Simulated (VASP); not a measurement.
# TlBr in VASP: further runs

Runs on TlBr. Level: PBE+D3(BJ). Tasks: single point, relaxation of the atoms.

Program: VASP 6.6.1. These are calculated values, not measurements. Logs are shortened: lines on timing, memory, paths and dates and some standing lists are left out, and cuts for length are marked.

### Step 1. The cell of the first run

Symmetry: Pm-3m, No. 221, cubic system. Conventional cell: a = 3.980 Å, b = 3.980 Å, c = 3.980 Å, α = 90.00°, β = 90.00°, γ = 90.00°. Tl (site symmetry m-3m) has 8 Br at 3.45 Å and 6 Tl at 3.98 Å within 4.5 Å. Within 4.5 Å of Br (site symmetry m-3m) lie 8 Tl at 3.45 Å and 6 Br at 3.98 Å.

### Step 2. Single point, PBE+D3(BJ)

Input file INCAR:

```
PREC = Accurate ; ENCUT = 500
EDIFF = 1E-6 ; ISMEAR = 0
SIGMA = 0.01 ; LREAL = False
LASPH = True ; NELM = 120
ALGO = Normal ; ISIF = 2
LWAVE = False ; LCHARG = False
GGA = PE ; IVDW = 12
NBANDS = 17 ; GGA_COMPAT = False
```

Input file KPOINTS:

```
regular mesh
0
Gamma
  3 3 3
```

Input file POSCAR:

```
TlBr
1.0
    3.9800000000      0.0000000000      0.0000000000
    0.0000000000      3.9800000000      0.0000000000
    0.0000000000      0.0000000000      3.9800000000
Tl Br
1 1
Direct
    0.0000000000      0.0000000000     -0.0000176211
    0.5000000000      0.5000000000      0.5000000000
```

Potentials or basis: VASP PAW PBE potentials, release 64 (Tl_d, Br).

Command:

```bash
cat potpaw_PBE.64/Tl_d/POTCAR potpaw_PBE.64/Br/POTCAR > POTCAR
mpirun -np 1 vasp_std > vasp.out
```

OUTCAR:

```text
PREC = Accurate
   ENCUT = 500
   EDIFF = 1E-6
   ISMEAR = 0
   LREAL = False
   LASPH = True
   NELM = 120
   ISIF = 2
   GGA = PE
   IVDW = 12
 IVDW          = 12

 ion  position               nearest neighbor table
   1  0.000  0.000  1.000-   2 3.45   2 3.45   2 3.45   2 3.45   2 3.45   2 3.45   2 3.45   2 3.45

   2  0.500  0.500  0.500-   1 3.45   1 3.45   1 3.45   1 3.45   1 3.45   1 3.45   1 3.45   1 3.45

  LATTYP: Found a simple cubic cell.
 ALAT       =     3.9800000000

  Lattice vectors:

 A1 = (   3.9800000000,   0.0000000000,   0.0000000000)
 A2 = (   0.0000000000,   3.9800000000,   0.0000000000)
 A3 = (   0.0000000000,   0.0000000000,   3.9800000000)

Analysis of symmetry for initial positions (statically):
=====================================================================
 Subroutine PRICEL returns:
 Original cell was already a primitive cell.

 Routine SETGRP: Setting up the symmetry group for a
 simple cubic supercell.

 Subroutine GETGRP returns: Found  8 space group operations
 (whereof  8 operations were pure point group operations)
 out of a pool of 48 trial point group operations.

The static configuration has the point symmetry C_4v.

Analysis of symmetry for dynamics (positions and initial velocities):
=====================================================================
 Subroutine PRICEL returns:
 Original cell was already a primitive cell.

 Routine SETGRP: Setting up the symmetry group for a
 simple cubic supercell.

 Subroutine GETGRP returns: Found  8 space group operations
 (whereof  8 operations were pure point group operations)
 out of a pool of 48 trial point group operations.

The dynamic configuration has the point symmetry C_4v.

 Subroutine INISYM returns: Found  8 space group operations
 (whereof  8 operations are pure point group operations),
 and found     1 'primitive' translations

----------------------------------------------------------------------------------------

                                     Primitive cell

  volume of cell :      63.0448

  direct lattice vectors                    reciprocal lattice vectors
     3.980000000  0.000000000  0.000000000     0.251256281  0.000000000  0.000000000
     0.000000000  3.980000000  0.000000000     0.000000000  0.251256281  0.000000000
     0.000000000  0.000000000  3.980000000     0.000000000  0.000000000  0.251256281

  length of vectors
     3.980000000  3.980000000  3.980000000     0.251256281  0.251256281  0.251256281

  position of ions in fractional coordinates (direct lattice)
     0.000000000  0.000000000  0.999982379
     0.500000000  0.500000000  0.500000000

[... 58 lines left out ...]
   LREAL  =      F    real-space projection
   EDIFFG = 0.1E-04   stopping-criterion for IOM
   NSW    =      0    number of steps for IOM
   IBRION =     -1    ionic relax: 0-MD 1-quasi-New 2-CG
   NFREE  =      0    steps in history (QN), initial steepest desc. (CG)
   ISIF   =      2    stress and relaxation
   ISYM   =      2    0-nonsym 1-usesym 2-fastsym
   POTIM  = 0.5000    time-step for ionic-motion
   TEBEG  =    0.0;   TEEND  =   0.0 temperature during run
   PSTRESS=    0.0 pullay stress
   NELECT =      20.0000    total number of electrons
   NUPDOWN=      -1.0000    fix difference up-down
   EMIN   =  10.00;   EMAX   =-10.00  energy-range for DOS
   EFERMI =   0.00;   METHOD = LEGACY
   ISMEAR =     0;   SIGMA  =   0.01  broadening in eV -4-tet -1-fermi 0-gaus
   EFERMI_NEDOS =   21; number of points for ismear=-14 and -15
   IALGO  =     38    algorithm
   IMIX   =      4    mixing-type and parameters
     AMIX     =   0.40;   BMIX     =  1.00
     AMIX_MAG =   1.60;   BMIX_MAG =  1.00
  volume/ion in A,a.u.               =      31.52       212.72
  Fermi-wavevector in a.u.,A,eV,Ry     =   1.116525  2.109926 16.961403  1.246628
  Thomas-Fermi vector in A             =   2.253140
   LORBIT       =      0    0 simple, 1 ext, 2 COOP (PROOUT), +10 PAW based schemes
   GGA     = PE    functional components
   LHFCALC =     F    Hartree Fock is set to
   AEXX    =    0.0000 exact exchange contribution
   IVDW    =    12    specifies the selected vdW correction
   LEPSILON=     F    determine dielectric tensor
   LRPA    =     F    only Hartree local field effects (RPA)
 non-spin polarized calculation
 Gauss-broadening in eV      SIGMA  =   0.01
  energy-cutoff  :      500.00
  volume of cell :       63.04
 maximum number of plane-waves:      1614
 NGX is ok and might be reduce to    30
   NGX = 15   NGY = 15   NGZ = 15

 number of electron      20.0000005 magnetization

 Free energy of the ion-electron system (eV)
  ---------------------------------------------------
  ext. energy  EPLUGINS =         0.00000000
  ---------------------------------------------------
  free energy    TOTEN  =        -5.52419509 eV

  energy without entropy =       -5.52419509  energy(sigma->0) =       -5.52419509

 E-fermi :   1.8759     XC(G=0):  -8.9697

 val. band max:        1.7918570460   @ k =   0.0000   0.0000   0.3333
 cond. band min:       5.4290950413   @ k =   0.0000   0.0000   0.3333
 fundamental gap:      3.6372379953
 Fermi energy:         1.8759039855

 k-point     1 :       0.0000    0.0000    0.0000
  band No.  band energies     occupation
      1     -11.3491      2.00000
      2      -7.7320      2.00000
      3      -7.7320      2.00000
      4      -7.5555      2.00000
      5      -7.5555      2.00000
      6      -7.5555      2.00000
[... 97 lines left out ...]
      4      -7.5891      2.00000
      5      -7.5609      2.00000
      6      -7.5609      2.00000
[... 9 lines left out ...]
     16      13.4546      0.00000
     17      17.3645      0.00000

------------------------ aborting loop because EDIFF is reached ----------------------------------------

 Edisp (eV)   -0.54797

 E8    (eV) :    -0.2574

  FORCE on cell =-STRESS in cart. coord.  units (eV):
  Direction    XX          YY          ZZ          XY          YZ          ZX
  --------------------------------------------------------------------------------------
  -------------------------------------------------------------------------------------
  Total      -0.06078    -0.06078    -0.06075     0.00000     0.00000     0.00000
  in kB      -1.54454    -1.54454    -1.54396     0.00000     0.00000     0.00000
  external pressure =       -1.54 kB  Pullay stress =        0.00 kB

 VOLUME and BASIS-vectors are now :
 -----------------------------------------------------------------------------
  energy-cutoff  :      500.00
  volume of cell :       63.04
      direct lattice vectors                 reciprocal lattice vectors
     3.980000000  0.000000000  0.000000000     0.251256281  0.000000000  0.000000000
     0.000000000  3.980000000  0.000000000     0.000000000  0.251256281  0.000000000
     0.000000000  0.000000000  3.980000000     0.000000000  0.000000000  0.251256281

 POSITION                                       TOTAL-FORCE (eV/Angst)
 -----------------------------------------------------------------------------------
      0.00000      0.00000      3.97993         0.000000      0.000000      0.000023
      1.99000      1.99000      1.99000         0.000000      0.000000     -0.000023
 -----------------------------------------------------------------------------------
    total drift:                                0.000000     -0.000000      0.000001

  FREE ENERGIE OF THE ION-ELECTRON SYSTEM (eV)
  ---------------------------------------------------
  free  energy   TOTEN  =        -6.0721604340 eV

  energy  without entropy=       -6.0721604340  energy(sigma->0) =       -6.07216043
```

OSZICAR:

```text
N       E                     dE             d eps       ncg     rms          rms(c)
DAV:   1     0.894609340228E+02    0.89461E+02   -0.94715E+03   212   0.977E+02
DAV:   2    -0.278351279956E+01   -0.92244E+02   -0.89542E+02   257   0.216E+02
DAV:   3    -0.577661408845E+01   -0.29931E+01   -0.29875E+01   228   0.341E+01
DAV:   4    -0.579441189711E+01   -0.17798E-01   -0.17797E-01   263   0.312E+00
DAV:   5    -0.579457883764E+01   -0.16694E-03   -0.16694E-03   230   0.292E-01    0.285E+00
DAV:   6    -0.554807425354E+01    0.24650E+00   -0.42265E-01   212   0.304E+00    0.163E+00
DAV:   7    -0.552377806674E+01    0.24296E-01   -0.14570E-01   210   0.156E+00    0.887E-01
DAV:   8    -0.552469371499E+01   -0.91565E-03   -0.20514E-02   231   0.894E-01    0.220E-01
DAV:   9    -0.552405733671E+01    0.63638E-03   -0.23306E-03   230   0.251E-01    0.867E-02
DAV:  10    -0.552419488456E+01   -0.13755E-03   -0.45936E-04   213   0.102E-01    0.286E-02
DAV:  11    -0.552419421917E+01    0.66538E-06   -0.59149E-05   246   0.464E-02    0.949E-03
DAV:  12    -0.552419509251E+01   -0.87334E-06   -0.40105E-06   228   0.103E-02
   1 F= -.60721604E+01 E0= -.60721604E+01  d E =-.262807E-33
```

Run time: 12 s. Hardware: 1 thread of Intel Xeon 8259CL, shared host; peak memory 0.17 GiB.

What came out:

- Free energy: -6.0722 eV
- Pressure: -0.2 GPa
- Band gap on the k mesh: 3.64 eV, direct
- Dispersion energy per atom: -0.274 eV

Levels at points of the mesh, in eV from the valence-band top:
```
           k point  band 8  band 9  band 10  band 11  band 12  band 13
(0.00, 0.00, 0.00)   -0.71   -0.71    -0.71     7.61     7.61     7.82
```

Caveat: the k points lie up to 0.53 Å⁻¹ apart; spin-orbit coupling is left out, which moves the levels of the heavy elements. Expect the measured gap to be larger: semilocal functionals such as PBE lack the derivative discontinuity.

### Step 3. Single point, PBE+D3(BJ)

Input file INCAR:

```
SYSTEM = TlBr
PREC = Accurate ; ENCUT = 500
EDIFF = 1E-6 ; ISMEAR = 0
SIGMA = 0.01 ; LREAL = .FALSE.
LASPH = .TRUE. ; NELM = 120
ALGO = Normal ; ISIF = 2
LWAVE = .FALSE. ; LCHARG = .TRUE.
GGA = PE ; IVDW = 12
LELF = .TRUE. ; LVHAR = .TRUE.
NBANDS = 17 ; GGA_COMPAT = .FALSE.
```

Input file KPOINTS:

```
regular mesh
0
G
  3 3 3
  0 0 0
```

POSCAR is that of step 2.

Potentials or basis: VASP PAW PBE potentials, release 64 (Tl_d, Br).

Command:

```bash
cat potpaw_PBE.64/Tl_d/POTCAR potpaw_PBE.64/Br/POTCAR > POTCAR
mpirun -np 1 vasp_std > vasp.out
```

Run time: 13 s. Hardware: 1 thread of Intel Xeon 8259CL, shared host; peak memory 0.17 GiB.

The run converged. Its results:

```
Free energy                : -6.0722 eV
Pressure                   : -0.2 GPa
Band gap on the k mesh     : 3.64 eV, direct
Dispersion energy per atom : -0.274 eV
```

Levels at points of the mesh, in eV from the valence-band top:
```
           k point  band 7  band 8  band 9  band 10  band 11  band 12  band 13  band 14
(0.00, 0.00, 0.00)   -4.06   -0.71   -0.71    -0.71     7.61     7.61     7.82     7.82
```

Caveat: the k points lie up to 0.53 Å⁻¹ apart; spin-orbit coupling is left out, which moves the levels of the heavy elements. A k mesh can miss the band edges.

### Step 4. Relaxation of the atoms, PBE+D3(BJ)

Input file INCAR:

```
SYSTEM = TlBr
PREC = Accurate
ENCUT = 450
EDIFF = 1E-7
ISMEAR = 0
SIGMA = 0.01
LREAL = .FALSE.
LASPH = .TRUE.
NELM = 120
ALGO = Normal
ISIF = 2
LWAVE = .FALSE.
LCHARG = .FALSE.
GGA = PE
IVDW = 12
IBRION = 2
NSW = 100
EDIFFG = -0.01
GGA_COMPAT = .FALSE.
NELMIN = 4
```

KPOINTS is that of step 3.

Input file POSCAR:

```
TlBr
1.0
    3.9800000000      0.0000000000      0.0000000000
    0.0000000000      3.9800000000      0.0000000000
    0.0000000000      0.0000000000      3.9800000000
Tl Br
1 1
Selective dynamics
Direct
    0.0000000000      0.0000000000      0.0125600000  T T T
    0.5000000000      0.5000000000      0.5000000000  F F F
```

Command:

```bash
cat potpaw_PBE.64/Tl_d/POTCAR potpaw_PBE.64/Br/POTCAR > POTCAR
mpirun -np 1 vasp_std > vasp.out
```

Wall time 34 s (1 thread of Intel Xeon 8259CL, shared host); peak memory 0.16 GiB.

The run converged. Its results:

```
Free energy                : -6.0724 eV
Energy gained by relaxing  : 0.2 meV/atom
Ionic steps                : 6
Pressure after relaxing    : -0.1 GPa
Band gap on the k mesh     : 3.64 eV, direct
Dispersion energy per atom : -0.274 eV
```

Step by step:
```tsv
step	energy change (eV)	largest force on free atoms (eV/Å)	pressure (GPa)
1	0.0000	0.0171	-0.13
2	0.0000	0.0167	-0.13
3	-0.0001	0.0155	-0.13
4	-0.0001	0.0141	-0.13
5	-0.0003	0.0108	-0.13
6	-0.0004	0.0041	-0.13
```

Final structure:
```cif
data_structure
_symmetry_space_group_name_H-M 'P 1'
_symmetry_Int_Tables_number 1
_cell_length_a 3.9800
_cell_length_b 3.9800
_cell_length_c 3.9800
_cell_angle_alpha 90.000
_cell_angle_beta 90.000
_cell_angle_gamma 90.000
_cell_volume 63.04
loop_
_atom_site_label
_atom_site_type_symbol
_atom_site_fract_x
_atom_site_fract_y
_atom_site_fract_z
_atom_site_occupancy
Tl1 Tl 0.00000 0.00000 0.00304 1
Br1 Br 0.50000 0.50000 0.50000 1
```

Levels at points of the mesh, in eV from the valence-band top:
| k point | band 6 | band 7 | band 8 | band 9 | band 10 | band 11 | band 12 | band 13 | band 14 |
| --- | --- | --- | --- | --- | --- | --- | --- | --- | --- |
| (0.00, 0.00, 0.00) | -9.35 | -4.06 | -0.71 | -0.71 | -0.71 | 7.60 | 7.61 | 7.82 | 7.82 |

Caveat: the k points lie up to 0.53 Å⁻¹ apart; spin-orbit coupling is left out, which moves the levels of the heavy elements. A hybrid or GW would open this gap; PBE tends to underestimate it.
